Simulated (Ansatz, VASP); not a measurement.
## Two plane-wave programs on NaH

POSCAR

```
NaH
1.0
    0.0000000000      2.5969210614      2.5751069245
    2.5969210614      0.0000000000      2.5751069245
    2.5969210614      2.5969210614      0.0000000000
Na H
1 1
Direct
    0.0000000000      0.0000000000      0.0000000000
    0.2500000000      0.2500000000      0.2500000000
```

The input INCAR.step1:

```
SYSTEM = NaH
PREC = Accurate
ENCUT = 520
ISMEAR = 0
SIGMA = 0.01
LREAL = .False.
LASPH = .True.
NELM = 80
NBANDS = 11
GGA = PE
ALGO = Normal
EDIFF = 1E-4
LWAVE = .True.
LCHARG = .False.
```

Contents of INCAR.step2:

```
SYSTEM = NaH
PREC = Accurate
ENCUT = 520
EDIFF = 1E-6
ISMEAR = 0
SIGMA = 0.01
LREAL = .False.
LASPH = .True.
NELM = 80
ALGO = Normal
ISIF = 2
LWAVE = .False.
LCHARG = .False.
METAGGA = R2SCAN
LMIXTAU = .True.
NBANDS = 11
ISTART = 1
```

The input KPOINTS:

```
Automatic mesh
0
Gamma
  8 8 8
  0 0 0
```

Input for Ansatz:

```yaml
crystal:
  lattice:
    - [0.0, 2.5969210614, 2.5751069245]
    - [2.5969210614, 0.0, 2.5751069245]
    - [2.5969210614, 2.5969210614, 0.0]
  atoms:
    - { symbol: Na, position: [0.0, 0.0, 0.0] }
    - { symbol: H, position: [0.25, 0.25, 0.25] }
kpoints:
  mp_grid: { grid: [8, 8, 8] }
  band_path:
    path:
      - [0.0, 0.0, 0.0]
      - [-0.5, -0.5, 0.0]
      - [-0.375, -0.375, 0.25]
      - [-0.375, 0.0, 0.375]
      - [0.0, 0.0, 0.5]
      - [-0.5, -0.25, 0.25]
    npoints: 1
hamiltonian:
  xc: r2scan
scf:
  occupations: { method: fixed }
  n_extra_bands: 4
output:
  forces: true
  stress: true
  eigenvalues: true
```

Change from the starting cell: uniaxial_z strain -0.8%.

Alike in both runs: task single point; functional r2SCAN; k mesh 8 × 8 × 8; no spin polarisation.

```csv
,VASP,Ansatz
version,VASP 6.6.1,Ansatz 0.2.0
potentials or method,"VASP PAW PBE potentials, release 64 (Na_pv, H)","plane waves, PAW"
plane-wave cutoff (eV),520,500
occupations,"gaussian, width 0.01 eV",fixed
valence electrons in the cell,8,10
```

|  | VASP | Ansatz | Ansatz less VASP |
| --- | --- | --- | --- |
| gap on the k mesh at the Fermi level (eV) | 4.05 | 4.05 | -0.001 |
| pressure (GPa) | 0.0 | 0.2 | +0.16 |

VASP's potentials were made for PBE, not for r2SCAN. VASP's potentials hold 8 valence electrons a cell and Ansatz's 10, so a difference there can come from the potentials and not from the codes.
